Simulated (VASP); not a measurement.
Set up this calculation in VASP 6.6.1, as the native input.

- Task: single point
- Functional: PBE
- Potentials or basis: VASP PAW PBE potentials, release 64 (Ca_sv, Co)
- Cutoff: 520 eV
- k mesh: 6 × 6 × 6
- Occupations: gaussian, width 0.1 eV
- Spin: collinear spin, ferromagnetic start
- Starting moments: [0.0, 1.03] μB
- Dipole correction: no
- Further INCAR settings: ALGO = Fast; EDIFF = 1e-06; NBANDS = 20

The structure of CaCo lies in POSCAR:

```
CaCo
1.0
    0.0000000000      3.1685002452      3.1685002452
    3.1685002452      0.0000000000      3.1685002452
    3.1685002452      3.1685002452      0.0000000000
Ca Co
1 1
Direct
    0.0000000000      0.0000000000      0.0000000000
    0.7500000000      0.7500000000      0.7500000000
```

One way to write it, as run:

INCAR

```
SYSTEM = CaCo
PREC = Accurate
ENCUT = 520
EDIFF = 1E-6
ISMEAR = 0
SIGMA = 0.1
LREAL = .False.
LASPH = .True.
NELM = 150
ALGO = Fast
ISIF = 2
LWAVE = .False.
LCHARG = .False.
ISPIN = 2
MAGMOM = 0 1.03
LORBIT = 11
LMAXMIX = 4
GGA = PE
NBANDS = 20
```

KPOINTS

```
Automatic mesh
0
Gamma
  6 6 6
  0 0 0
```

Potentials or basis: VASP PAW PBE potentials, release 64 (Ca_sv, Co).

The run is started by

```console
$ cat potpaw_PBE.64/Ca_sv/POTCAR potpaw_PBE.64/Co/POTCAR > POTCAR
$ mpirun -np 1 vasp_std > vasp.out
```

It gave:

```json
{
  "Pressure": "1.2 GPa",
  "Net moment": "1.10 μB per cell",
  "Site moments": "Ca -0.08; Co +1.43 μB",
  "Valence electrons inside the program's atomic spheres": "Ca 8.20; Co 8.02"
}
```

Run time: 58 s on 1 thread of Oxide Virtual Turin-like Processor, with other jobs on the host, peak memory 0.22 GiB.
